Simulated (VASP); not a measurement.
# AlOs3 (Pm-3m) in VASP: a series of runs, part 3 of 3

VASP 6.6.1.

### Step 4. Relaxation of cell and atoms, PBE

This run uses another cell than the first one, of 13.43 Å³/atom.

INCAR

```
SYSTEM = AlOs3
  PREC = Accurate
  ENCUT = 600
  EDIFF = 1E-7
  ISMEAR = 0
  SIGMA = 0.1
  LREAL = .False.
  LASPH = .True.
  NELM = 100
  ALGO = Normal
  ISIF = 3
  LWAVE = .False.
  LCHARG = .False.
  GGA = PE
  IBRION = 2
  NSW = 90
  EDIFFG = -0.04
```

KPOINTS

```
Automatic mesh
0
Gamma
  4 4 4
  0 0 0
```

POSCAR

```
AlOs3
1.0
    3.7733892234      0.0000000000      0.0000000000
    0.0000000000      3.7733892234      0.0000000000
    0.0000000000      0.0000000000      3.7733892234
Al Os
1 3
Direct
    0.0000000000      0.0000000000      0.0000000000
    0.0000000000      0.5000000000      0.5000000000
    0.5000000000      0.0000000000      0.5000000000
    0.5000000000      0.5000000000      0.0000000000
```

Potentials or basis: VASP PAW PBE potentials, release 64 (Al, Os).

Command:

```
cat potpaw_PBE.64/Al/POTCAR potpaw_PBE.64/Os/POTCAR > POTCAR
mpirun -np 1 vasp_std > vasp.out
```

OUTCAR:

```text
SYSTEM = AlOs3
   PREC = Accurate
   ENCUT = 600
   EDIFF = 1E-7
   ISMEAR = 0
   LREAL = .False.
   LASPH = .True.
   NELM = 100
   ISIF = 3
   GGA = PE
   IBRION = 2
   NSW = 90
   EDIFFG = -0.04

 ion  position               nearest neighbor table
   1  0.000  0.000  0.000-   2 2.67   3 2.67   4 2.67   2 2.67   3 2.67   2 2.67   4 2.67   2 2.67
                             3 2.67   4 2.67   3 2.67   4 2.67
   2  0.000  0.500  0.500-   1 2.67   3 2.67   4 2.67   1 2.67   4 2.67   1 2.67   3 2.67   1 2.67
                             3 2.67   4 2.67   4 2.67   3 2.67
   3  0.500  0.000  0.500-   1 2.67   2 2.67   4 2.67   1 2.67   4 2.67   2 2.67   4 2.67   4 2.67
                             1 2.67   2 2.67   1 2.67   2 2.67
   4  0.500  0.500  0.000-   1 2.67   2 2.67   3 2.67   2 2.67   3 2.67   1 2.67   3 2.67   3 2.67
                             1 2.67   2 2.67   2 2.67   1 2.67

  LATTYP: Found a simple cubic cell.
 ALAT       =     3.7733892234

  Lattice vectors:

 A1 = (   3.7733892234,   0.0000000000,   0.0000000000)
 A2 = (   0.0000000000,   3.7733892234,   0.0000000000)
 A3 = (   0.0000000000,   0.0000000000,   3.7733892234)

Analysis of symmetry for initial positions (statically):
=====================================================================
 Subroutine PRICEL returns:
 Original cell was already a primitive cell.

 Routine SETGRP: Setting up the symmetry group for a
 simple cubic supercell.

 Subroutine GETGRP returns: Found 48 space group operations
 (whereof 48 operations were pure point group operations)
 out of a pool of 48 trial point group operations.

The static configuration has the point symmetry O_h .

Analysis of symmetry for dynamics (positions and initial velocities):
=====================================================================
 Subroutine PRICEL returns:
 Original cell was already a primitive cell.

 Routine SETGRP: Setting up the symmetry group for a
 simple cubic supercell.

 Subroutine GETGRP returns: Found 48 space group operations
 (whereof 48 operations were pure point group operations)
 out of a pool of 48 trial point group operations.

The dynamic configuration has the point symmetry O_h .

 Subroutine INISYM returns: Found 48 space group operations
 (whereof 48 operations are pure point group operations),
 and found     1 'primitive' translations

----------------------------------------------------------------------------------------

                                     Primitive cell

  volume of cell :      53.7273

  direct lattice vectors                    reciprocal lattice vectors
     3.773389223  0.000000000  0.000000000     0.265013742  0.000000000  0.000000000
     0.000000000  3.773389223  0.000000000     0.000000000  0.265013742  0.000000000
     0.000000000  0.000000000  3.773389223     0.000000000  0.000000000  0.265013742

  length of vectors
     3.773389223  3.773389223  3.773389223     0.265013742  0.265013742  0.265013742

  position of ions in fractional coordinates (direct lattice)
     0.000000000  0.000000000  0.000000000
     0.000000000  0.500000000  0.500000000
     0.500000000  0.000000000  0.500000000
     0.500000000  0.500000000  0.000000000

  ion indices of the primitive-cell ions
   primitive index   ion index
                 1           1
                 2           2
                 3           3
                 4           4

----------------------------------------------------------------------------------------

 KPOINTS: Automatic mesh

Automatic generation of k-mesh.
 Grid dimensions read from file:
 generate k-points for:    4    4    4

 Generating k-lattice:

  Cartesian coordinates                     Fractional coordinates (reciprocal lattice)
     0.066253436  0.000000000  0.000000000     0.250000000  0.000000000  0.000000000
     0.000000000  0.066253436  0.000000000     0.000000000  0.250000000  0.000000000
     0.000000000  0.000000000  0.066253436     0.000000000  0.000000000  0.250000000

  Length of vectors
     0.066253436  0.066253436  0.066253436

  Shift w.r.t. Gamma in fractional coordinates (k-lattice)
     0.000000000  0.000000000  0.000000000

 Subroutine IBZKPT returns following result:
 ===========================================

 Found     10 irreducible k-points:

 Following reciprocal coordinates:
            Coordinates               Weight
  0.000000  0.000000  0.000000      1.000000
  0.250000  0.000000  0.000000      6.000000
  0.500000  0.000000  0.000000      3.000000
  0.250000  0.250000  0.000000     12.000000
  0.500000  0.250000  0.000000     12.000000
  0.500000  0.500000  0.000000      3.000000
  0.250000  0.250000  0.250000      8.000000
  0.500000  0.250000  0.250000     12.000000
  0.500000  0.500000  0.250000      6.000000
  0.500000  0.500000  0.500000      1.000000
   k-points           NKPTS =     10   k-points in BZ     NKDIM =     10   number of bands    NBANDS=     17
   number of dos      NEDOS =    301   number of ions     NIONS =      4
   total plane-waves  NPLWV =  27000
   dimension x,y,z NGX =    30 NGY =   30 NGZ =   30
   dimension x,y,z NGXF=    60 NGYF=   60 NGZF=   60
   ions per type =               1   3
   NGX,Y,Z   is equivalent  to a cutoff of  13.22, 13.22, 13.22 a.u.
   NGXF,Y,Z  is equivalent  to a cutoff of  26.43, 26.43, 26.43 a.u.
 SYSTEM =  AlOs3
   PREC   = accura    normal or accurate (medium, high low for compatibility)
   ISTART =      0    job   : 0-new  1-cont  2-samecut
   ICHARG =      2    charge: 1-file 2-atom 10-const
   ISPIN  =      1    spin polarized calculation?
   LNONCOLLINEAR =      F non collinear calculations
   LSORBIT =      F    spin-orbit coupling
   LASPH  =      T    aspherical Exc in radial PAW
   ENCUT  =  600.0 eV  44.10 Ry    6.64 a.u.   7.54  7.54  7.54*2*pi/ulx,y,z
   NELM   =    100;   NELMIN=  2; NELMDL= -5     # of ELM steps
   EDIFF  = 0.1E-06   stopping-criterion for ELM
   LREAL  =      F    real-space projection
   EDIFFG = -.4E-01   stopping-criterion for IOM
   NSW    =     90    number of steps for IOM
   IBRION =      2    ionic relax: 0-MD 1-quasi-New 2-CG
   NFREE  =      1    steps in history (QN), initial steepest desc. (CG)
   ISIF   =      3    stress and relaxation
   ISYM   =      2    0-nonsym 1-usesym 2-fastsym
   POTIM  = 0.5000    time-step for ionic-motion
   TEBEG  =    0.0;   TEEND  =   0.0 temperature during run
   PSTRESS=    0.0 pullay stress
   NELECT =      27.0000    total number of electrons
   NUPDOWN=      -1.0000    fix difference up-down
   EMIN   =  10.00;   EMAX   =-10.00  energy-range for DOS
   EFERMI =   0.00;   METHOD = LEGACY
   ISMEAR =     0;   SIGMA  =   0.10  broadening in eV -4-tet -1-fermi 0-gaus
   EFERMI_NEDOS =   21; number of points for ismear=-14 and -15
   IALGO  =     38    algorithm
   IMIX   =      4    mixing-type and parameters
     AMIX     =   0.40;   BMIX     =  1.00
     AMIX_MAG =   1.60;   BMIX_MAG =  1.00
  volume/ion in A,a.u.               =      13.43        90.64
  Fermi-wavevector in a.u.,A,eV,Ry     =   1.301561  2.459593 23.049095  1.694061
  Thomas-Fermi vector in A             =   2.432686
   LORBIT       =      0    0 simple, 1 ext, 2 COOP (PROOUT), +10 PAW based schemes
   GGA     = PE    functional components
   LHFCALC =     F    Hartree Fock is set to
   AEXX    =    0.0000 exact exchange contribution
   IVDW    =     0    specifies the selected vdW correction
   LEPSILON=     F    determine dielectric tensor
   LRPA    =     F    only Hartree local field effects (RPA)
 conjugate gradient relaxation of ions
 non-spin polarized calculation
 Gauss-broadening in eV      SIGMA  =   0.10
  energy-cutoff  :      600.00
  volume of cell :       53.73
 maximum number of plane-waves:      1856
   NGX = 15   NGY = 15   NGZ = 15

--------------------------------------- Ionic step        1  -------------------------------------------

 number of electron      27.0000000 magnetization

 Free energy of the ion-electron system (eV)
  ---------------------------------------------------
  ext. energy  EPLUGINS =         0.00000000
  ---------------------------------------------------
  free energy    TOTEN  =       -36.24484978 eV

  energy without entropy =      -36.20979433  energy(sigma->0) =      -36.22732205

------------------------ aborting loop because EDIFF is reached ----------------------------------------

  FORCE on cell =-STRESS in cart. coord.  units (eV):
  Direction    XX          YY          ZZ          XY          YZ          ZX
  --------------------------------------------------------------------------------------
  -------------------------------------------------------------------------------------
  Total        8.4842848      8.4842848      8.4842848      0.0000000      0.0000000      0.0000000
  in kB      253.0061074    253.0061074    253.0061074      0.0000000      0.0000000      0.0000000
  external PRESSURE =     253.0061074 kB  Pullay stress =       0.0000000 kB
[... 99 lines left out ...]
  energy  without entropy=      -36.5005167733  energy(sigma->0) =      -36.51838275

--------------------------------------- Ionic step        4  -------------------------------------------

 number of electron      27.0000000 magnetization

 Free energy of the ion-electron system (eV)
  ---------------------------------------------------
  ext. energy  EPLUGINS =         0.00000000
  ---------------------------------------------------
  free energy    TOTEN  =       -36.53868669 eV

  energy without entropy =      -36.50300918  energy(sigma->0) =      -36.52084793

 E-fermi :   8.7454     XC(G=0): -13.0695

 val. band max:        8.7169764976   @ k =   0.5000   0.2500   0.0000
 cond. band min:       8.7487672641   @ k =   0.5000   0.2500   0.2500
 fundamental gap:      0.0317907666
 Fermi energy:         8.7453796218

 k-point     1 :       0.0000    0.0000    0.0000
  band No.  band energies     occupation
      1      -1.9976      2.00000
      2       1.5174      2.00000
      3       3.2371      2.00000
      4       3.2371      2.00000
      5       3.4151      2.00000
      6       3.4151      2.00000
[... 9 lines left out ...]
     16      11.3570      0.00000
     17      12.0633      0.00000
[... 209 lines left out ...]
  FREE ENERGIE OF THE ION-ELECTRON SYSTEM (eV)
  ---------------------------------------------------
  free  energy   TOTEN  =       -36.5386866857 eV

  energy  without entropy=      -36.5030091751  energy(sigma->0) =      -36.52084793

 reached required accuracy - stopping structural energy minimisation
```

CONTCAR:

```text
AlOs3
   1.00000000000000
     3.8654660108825656   -0.0000000000000000    0.0000000000000000
     0.0000000000000000    3.8654660108825656   -0.0000000000000000
    -0.0000000000000000    0.0000000000000000    3.8654660108825656
  Al              Os
     1     3
Direct
     0.0000000000000000    0.0000000000000000    0.0000000000000000
     0.0000000000000000    0.5000000000000000    0.5000000000000000
     0.5000000000000000    0.0000000000000000    0.5000000000000000
     0.5000000000000000    0.5000000000000000    0.0000000000000000

  0.00000000E+00  0.00000000E+00  0.00000000E+00
  0.00000000E+00  0.00000000E+00  0.00000000E+00
  0.00000000E+00  0.00000000E+00  0.00000000E+00
  0.00000000E+00  0.00000000E+00  0.00000000E+00
```

Run time: 58 s. Hardware: 1 thread of Intel Xeon 8259CL, shared host; peak memory 0.18 GiB.

Results:

* Free energy: -36.5387 eV
* Relaxed volume: 14.44 Å³/atom
* Relaxed cell: a = 3.865 Å, b = 3.865 Å, c = 3.865 Å, α = 90.00°, β = 90.00°, γ = 90.00°
* Space group after relaxing (to 0.1 Å): Pm-3m (No. 221)
* Energy gained by relaxing: 73.5 meV/atom
* Ionic steps: 4
* Pressure after relaxing: -0.2 GPa
* Band gap on the k mesh: zero (an odd number of electrons rules out a gap without spin polarisation)

Step by step:
| step | energy change (eV) | largest force (eV/Å) | pressure (GPa) | volume (Å³) |
| --- | --- | --- | --- | --- |
| 1 | 0.0000 | 0.0000 | 25.30 | 53.73 |
| 2 | 1.8410 | 0.0000 | -38.61 | 71.97 |
| 3 | -0.2914 | 0.0000 | -1.98 | 58.11 |
| 4 | -0.2938 | 0.0000 | -0.20 | 57.76 |

Final structure:
```
Al Os
1.0
     3.86547    0.00000    0.00000
     0.00000    3.86547    0.00000
     0.00000    0.00000    3.86547
Al Os
1 3
Direct
  0.00000 0.00000 0.00000
  0.00000 0.50000 0.50000
  0.50000 0.00000 0.50000
  0.50000 0.50000 0.00000
```

Levels at points of the mesh, in eV from the Fermi level:
```
           k point  band 11  band 12  band 13  band 14  band 15  band 16  band 17
(0.00, 0.00, 0.00)     0.44     0.44     0.44     1.17     1.17     2.61     3.32
(0.50, 0.00, 0.00)    -1.99    -1.22    -0.56    -0.56    -0.36     1.41     3.32
(0.50, 0.50, 0.00)    -1.45    -1.10    -1.10    -1.06     0.14     0.31     0.35
(0.50, 0.50, 0.50)    -1.16    -1.16    -1.16    -0.05    -0.05     0.04     2.66
```

Caveat: the k points lie up to 0.41 Å⁻¹ apart in the final cell, too coarse for converged energies and pressures of a metal; spin-orbit coupling is left out, which moves the levels of the heavy elements.

### Step 5. Single point, PBE

INCAR

```
SYSTEM = AlOs3
PREC = Accurate
ENCUT = 520
EDIFF = 1E-6
ISMEAR = 0
SIGMA = 0.1
LREAL = .FALSE.
LASPH = .TRUE.
NELM = 80
ALGO = Normal
ISIF = 2
LWAVE = .FALSE.
LCHARG = .FALSE.
GGA = PE
NBANDS = 22
```

KPOINTS

```
Automatic mesh
0
G
  12 12 12
  0 0 0
```

POSCAR

```
AlOs3
1.0
    3.8605855873      0.0000000000      0.0000000000
    0.0000000000      3.8605855873      0.0000000000
    0.0000000000      0.0000000000      3.8605855873
Al Os
1 3
Direct
    0.0000000000      0.0000000000      0.0000000000
    0.0000000000      0.5000000000      0.5000000000
    0.5000000000      0.0000000000      0.5000000000
    0.5000000000      0.5000000000      0.0000000000
```

Command:

```
cat potpaw_PBE.64/Al/POTCAR potpaw_PBE.64/Os/POTCAR > POTCAR
mpirun -np 1 vasp_std > vasp.out
```

It took 1.9 min on 1 thread of Intel Xeon 8259CL, shared host; peak memory 0.24 GiB.

Results (log left out):

- Free energy: -36.6448 eV
- Pressure: 0.1 GPa
- Band gap on the k mesh: zero (an odd number of electrons rules out a gap without spin polarisation)

Levels at points of the mesh, in eV from the Fermi level:
| k point | band 10 | band 11 | band 12 | band 13 | band 14 | band 15 | band 16 | band 17 | band 18 | band 19 |
| --- | --- | --- | --- | --- | --- | --- | --- | --- | --- | --- |
| (0.00, 0.00, 0.00) | -0.96 | 0.42 | 0.42 | 0.42 | 1.15 | 1.15 | 2.61 | 3.31 | 3.31 | 3.31 |
| (0.50, 0.00, 0.00) | -2.09 | -2.02 | -1.26 | -0.59 | -0.59 | -0.39 | 1.39 | 3.32 | 4.53 | 6.78 |
| (0.50, 0.50, 0.00) | -2.43 | -1.49 | -1.14 | -1.14 | -1.08 | 0.11 | 0.29 | 0.33 | 4.13 | 4.13 |
| (0.50, 0.50, 0.50) | -2.01 | -1.19 | -1.19 | -1.19 | -0.07 | -0.07 | 0.00 | 2.65 | 2.65 | 2.65 |

Caveat: spin-orbit coupling is left out, which moves the levels of the heavy elements.

### Step 6. Relaxation of cell and atoms, PBE

INCAR

```
SYSTEM = AlOs3
PREC = Accurate
ENCUT = 600
EDIFF = 1E-6
ISMEAR = 0
SIGMA = 0.1
LREAL = .False.
LASPH = .True.
NELM = 100
ALGO = Normal
ISIF = 3
LWAVE = .False.
LCHARG = .False.
GGA = PE
IBRION = 2
NSW = 100
EDIFFG = -0.01
```

KPOINTS

```
regular mesh
0
Gamma
  12 12 12
  0 0 0
```

POSCAR

```
AlOs3
1.0
    3.8624992279      0.0000000000      0.0000000000
    0.0000000000      3.8624992279      0.0000000000
    0.0000000000      0.0000000000      3.8624992279
Al Os
1 3
Direct
    0.0000000000      0.0000000000      0.0000000000
    0.0000000000      0.5000000000      0.5000000000
    0.5000000000      0.0000000000      0.5000000000
    0.5000000000      0.5000000000      0.0000000000
```

Potentials or basis: VASP PAW PBE potentials, release 64 (Al, Os).

Command:

```
cat potpaw_PBE.64/Al/POTCAR potpaw_PBE.64/Os/POTCAR > POTCAR
mpirun -np 1 vasp_std > vasp.out
```

Wall time 3 min (1 thread of Intel Xeon 8259CL, shared host); peak memory 0.26 GiB.

It converged, with:

| Property | Result |
| --- | --- |
| Free energy | -36.6470 eV |
| Relaxed volume | 14.39 Å³/atom |
| Relaxed cell | a = 3.861 Å, b = 3.861 Å, c = 3.861 Å, α = 90.00°, β = 90.00°, γ = 90.00° |
| Space group after relaxing (to 0.1 Å) | Pm-3m (No. 221) |
| Energy gained by relaxing | 0.0 meV/atom |
| Ionic steps | 3 |
| Pressure after relaxing | 0.0 GPa |
| Band gap on the k mesh | zero (an odd number of electrons rules out a gap without spin polarisation) |

Final structure:
```
Al Os
1.0
     3.86142    0.00000    0.00000
     0.00000    3.86142    0.00000
     0.00000    0.00000    3.86142
Al Os
1 3
Direct
  0.00000 0.00000 0.00000
  0.00000 0.50000 0.50000
  0.50000 0.00000 0.50000
  0.50000 0.50000 0.00000
```

Levels at points of the mesh, in eV from the Fermi level:
```
           k point  band 11  band 12  band 13  band 14  band 15  band 16  band 17
(0.00, 0.00, 0.00)     0.42     0.42     0.42     1.15     1.15     2.61     3.31
(0.50, 0.00, 0.00)    -2.02    -1.26    -0.59    -0.59    -0.39     1.39     3.31
(0.50, 0.50, 0.00)    -1.49    -1.14    -1.14    -1.08     0.11     0.29     0.33
(0.50, 0.50, 0.50)    -1.19    -1.19    -1.19    -0.07    -0.07     0.00     2.65
```

Caveat: spin-orbit coupling is left out, which moves the levels of the heavy elements.

### Step 7. Overview

```csv
task,cell,k mesh,cutoff (eV),gap on the mesh (eV),pressure (GPa),relaxed volume (Å³/atom)
single point,"a = 3.862 Å, 4 atoms",4 × 4 × 4,520,none,0.4,-
single point,"a = 3.773 Å, 4 atoms",6 × 6 × 6,520,none,24.1,-
relaxation of cell and atoms,"relaxed from a = 3.773 Å, 4 atoms",4 × 4 × 4,600,none,-0.2,14.44
single point,"a = 3.861 Å, 4 atoms",12 × 12 × 12,520,none,0.1,-
relaxation of cell and atoms,"relaxed from a = 3.862 Å, 4 atoms",12 × 12 × 12,600,none,0.0,14.39
```

Alike in all rows: level PBE; potentials or basis VASP PAW PBE potentials, release 64 (Al, Os); no spin polarisation; smearing gaussian 0.1 eV.

Caveats: some runs use coarse meshes; spin-orbit coupling is left out, which moves the levels of the heavy elements; the cell stands under pressure (at least some runs).

Absolute energies hang on the potentials; compare differences alone.
